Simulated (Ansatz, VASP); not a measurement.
# Two plane-wave programs on Au

The input INCAR:

```
SYSTEM = Au
PREC = Accurate
ENCUT = 520
EDIFF = 1E-6
ISMEAR = 0
SIGMA = 0.1
LREAL = .FALSE.
LASPH = .TRUE.
NELM = 100
ALGO = Fast
ISIF = 2
LWAVE = .FALSE.
LCHARG = .TRUE.
GGA = PS
LELF = .TRUE.
LVHAR = .TRUE.
NBANDS = 12
```

File KPOINTS:

```
regular mesh
0
G
  16 16 16
  0 0 0
```

POSCAR

```
Au
1.0
   -1.5408127074      1.5408127074      1.4270080451
    1.6733942274     -1.6733942274      1.6921710851
    1.5411773066      1.6737588266     -1.5595895651
Au
1
Direct
    0.0000000000      0.0000000000      0.0000000000
```

Input for Ansatz:

```yaml
crystal:
  lattice:
    - [-1.5408127074, 1.5408127074, 1.4270080451]
    - [1.6733942274, -1.6733942274, 1.6921710851]
    - [1.5411773066, 1.6737588266, -1.5595895651]
  atoms:
    - { symbol: Au, position: [0.0, 0.0, 0.0] }
basis:
  ecutwfc: 420
kpoints:
  mp_grid: { grid: [16, 16, 16] }
hamiltonian:
  xc: pbesol
scf:
  occupations: { method: gaussian, width: 0.1 }
output:
  forces: true
  stress: true
  eigenvalues: true
```

Alike in both runs: task single point; functional PBEsol; k mesh 16 × 16 × 16; occupations gaussian, width 0.1 eV; no spin polarisation.

```csv
,VASP,Ansatz
version,VASP 6.6.1,Ansatz 0.2.0
potentials or method,"VASP PAW PBE potentials, release 64 (Au), cutoff 520 eV","scalar-relativistic, plane waves, PAW"
valence electrons in the cell,11,19
```

|  | VASP | Ansatz | Ansatz less VASP |
| --- | --- | --- | --- |
| gap on the k mesh at the Fermi level (eV) | none | none | - |
| pressure (GPa) | 15.3 | 15.7 | +0.35 |
| traceless stress, the component that is largest in VASP (GPa) | 8.94 | 8.97 | +0.032 |

VASP's potentials were made for PBE, not for PBEsol. A gap of «none» marks a metal or a gap that the smearing closes. VASP's potentials hold 11 valence electrons a cell and Ansatz's 19, so a difference there can come from the potentials and not from the codes.

Spin-orbit coupling is off throughout.
